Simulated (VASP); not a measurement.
Set up this calculation in VASP 6.6.1, as the native input.

| Quantity | Value |
| --- | --- |
| Task | single point |
| Functional | PBE |
| Potentials or basis | VASP PAW PBE potentials, release 64 (Ti_sv, Te) |
| Cutoff | 520 eV |
| k mesh | 6 × 4 × 4 |
| Occupations | gaussian, width 0.2 eV |
| Spin | no spin polarisation |
| Dipole correction | no |
| Further INCAR settings | ALGO = Normal; EDIFF = 1e-06; NBANDS = 33 |

The structure of TiTe2 lies in POSCAR:

```
TiTe2
1.0
    1.8845116884     -3.2640699976      0.0000000000
   -5.6535350753     -3.2640699918      0.0000000000
    0.0000000000      0.0000000000     -6.8976564415
Ti Te
2 4
Direct
    0.5000000000      0.5000000000      1.0000000000
    0.0000000000      0.0000000000      1.0000000000
    0.0000000000      0.6666666667      0.7491289178
    0.5000000000      0.1666666667      0.7491289178
    0.5000000000      0.8333333333      0.2508710822
    0.0000000000      0.3333333333      0.2508710822
```

These files were run (other wordings do the same):

INCAR

```
SYSTEM = TiTe2
  ALGO = Normal
  EDIFF = 1E-6
  ENCUT = 520
  GGA = PE
  ISIF = 2
  ISMEAR = 0
  LASPH = .TRUE.
  LCHARG = .FALSE.
  LREAL = .FALSE.
  LWAVE = .FALSE.
  NBANDS = 33
  NELM = 60
  PREC = Accurate
  SIGMA = 0.2
```

KPOINTS

```
k-points
0
G
  6 4 4
  0 0 0
```

Potentials or basis: VASP PAW PBE potentials, release 64 (Ti_sv, Te).

The run is started by

```sh
$ cat potpaw_PBE.64/Ti_sv/POTCAR potpaw_PBE.64/Te/POTCAR > POTCAR
$ mpirun -np 1 vasp_std > vasp.out
```

Results of the run:

| Property | Result |
| --- | --- |
| Pressure | 0.0 GPa |
| Largest force | 0.013 eV/Å |
| Band gap on the k mesh | zero (band 24 reaches 6.56 eV, above the bottom of band 25 at 5.91 eV) |

Caveat: spin-orbit coupling is left out, which moves the levels of the heavy elements; this functional lacks dispersion, which binds the layers, so the pressure and a relaxed spacing across them are unreliable.

Wall time 3.7 min on 1 thread of Intel(R) Xeon(R) Platinum 8259CL CPU @ 2.50GHz (Skylake/Cascade Lake), on a shared host, peak memory 0.37 GiB.
